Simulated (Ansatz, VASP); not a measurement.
## HCl in VASP and in Ansatz

File INCAR:

```
ALGO = Normal
EDIFF = 1E-6
ENCUT = 500
GGA = PS
GGA_COMPAT = F
ISIF = 2
ISMEAR = 0
LASPH = T
LCHARG = F
LREAL = F
LWAVE = F
NBANDS = 11
NELM = 120
PREC = Accurate
SIGMA = 0.05
```

The input KPOINTS:

```
k-points
0
Gamma
  10 10 10
```

File POSCAR:

```
HCl
1.0
    0.0000000000      2.6371728162      2.6371728162
    2.6371728162      0.0000000000      2.6371728162
    2.6371728162      2.6371728162      0.0000000000
H Cl
1 1
Direct
    0.0000000000      0.0000000000      0.0000000000
    0.5000000000      0.5000000000      0.5000000000
```

Input for Ansatz:

```yaml
crystal:
  lattice:
    - [0.0, 2.6371728162, 2.6371728162]
    - [2.6371728162, 0.0, 2.6371728162]
    - [2.6371728162, 2.6371728162, 0.0]
  atoms:
    - { symbol: H, position: [0.0, 0.0, 0.0] }
    - { symbol: Cl, position: [0.5, 0.5, 0.5] }
basis:
  ecutwfc: 420
  ecutrho_ratio: 4
kpoints:
  mp_grid: { grid: [10, 10, 10] }
hamiltonian:
  xc: pbesol
scf:
  occupations: { method: gaussian, width: 0.05 }
output:
  forces: true
  stress: true
  eigenvalues: true
```

Alike in both runs: task single point; functional PBEsol; k mesh 10 × 10 × 10; occupations gaussian, width 0.05 eV; no spin polarisation.

|  | VASP | Ansatz |
| --- | --- | --- |
| version | VASP 6.6.1 | Ansatz 0.2.0 |
| potentials or method | VASP PAW PBE potentials, release 64 (H, Cl), cutoff 500 eV | scalar-relativistic, plane waves, PAW |
| valence electrons in the cell | 8 | 8 |

Ansatz gave:

* gap on the k mesh at the Fermi level (eV): none
* pressure (GPa): -11.0

Task: Which values does VASP return?

Result: gap on the k mesh at the Fermi level (eV): none; pressure (GPa): -11.1.

VASP's potentials were made for PBE, not for PBEsol. A gap of «none» marks a metal or a gap that the smearing closes.
